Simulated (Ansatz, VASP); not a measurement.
**BN: VASP beside Ansatz**

The input INCAR:

```
SYSTEM = BN
PREC = Accurate ; ENCUT = 520
EDIFF = 1E-6 ; ISMEAR = 0
SIGMA = 0.05 ; LREAL = .FALSE.
LASPH = .TRUE. ; NELM = 100
ALGO = Normal ; ISIF = 2
LWAVE = .FALSE. ; LCHARG = .TRUE.
GGA = PE ; IVDW = 12
LELF = .TRUE. ; LVHAR = .TRUE.
NBANDS = 26
```

File KPOINTS:

```
regular mesh
0
G
  10 10 2
  0 0 0
```

File POSCAR:

```
BN
1.0
   -2.5039917043      0.0000000000      0.0000000000
   -1.2519958521     -2.1685204268      0.0000000000
   -2.5041169039     -1.4457525686     13.3224000000
B N
4 4
Direct
   -0.2500291667     -0.2500291667      0.8750000000
    0.0833208333      0.0833208333      0.3750000000
    0.5833291667      0.5833291667      0.1250000000
    0.2499791667      0.2499791667      0.6250000000
    0.2499958333      0.2499958333      0.1250000000
   -0.0833541667     -0.0833541667      0.6250000000
    0.0833041667      0.0833041667      0.8750000000
    0.4166541667      0.4166541667      0.3750000000
```

Input for Ansatz:

```yaml
crystal:
  lattice:
    - [-2.5039917043, 0.0, 0.0]
    - [-1.2519958521, -2.1685204268, 0.0]
    - [-2.5041169039, -1.4457525686, 13.3224]
  atoms:
    - { symbol: B, position: [-0.2500291667, -0.2500291667, 0.875] }
    - { symbol: B, position: [0.0833208333, 0.0833208333, 0.375] }
    - { symbol: B, position: [0.5833291667, 0.5833291667, 0.125] }
    - { symbol: B, position: [0.2499791667, 0.2499791667, 0.625] }
    - { symbol: "N", position: [0.2499958333, 0.2499958333, 0.125] }
    - { symbol: "N", position: [-0.0833541667, -0.0833541667, 0.625] }
    - { symbol: "N", position: [0.0833041667, 0.0833041667, 0.875] }
    - { symbol: "N", position: [0.4166541667, 0.4166541667, 0.375] }
basis:
  ecutwfc: 420
kpoints:
  mp_grid: { grid: [10, 10, 2] }
hamiltonian:
  xc: pbe
  dispersion: d3bj
scf:
  occupations: { method: gaussian, width: 0.05 }
output:
  forces: true
  stress: true
  eigenvalues: true
  write_density: true
  write_potential: true
  elf: true
  volumetric_format: npy
```

Alike in both runs: task single point; functional PBE; dispersion D3(BJ); k mesh 10 × 10 × 2; occupations gaussian, width 0.05 eV; no spin polarisation.

```csv
,VASP,Ansatz
version,VASP 6.6.1,Ansatz 0.2.0
potentials or method,"VASP PAW PBE potentials, release 64 (B, N), cutoff 520 eV","scalar-relativistic, plane waves, PAW"
valence electrons in the cell,32,32
```

```tsv
	VASP	Ansatz	Ansatz less VASP
gap on the k mesh at the Fermi level (eV)	4.16	4.16	+0.007
least direct gap on the mesh (eV)	4.28	4.28	+0.004
pressure (GPa)	0.7	0.6	-0.08
traceless stress, the component that is largest in VASP (GPa)	-0.94	-0.75	+0.196
rms of the force components (eV/Å)	0.004	0.004	0.0000
```

Atom by atom the forces differ by 0.000 eV/Å (rms over components).
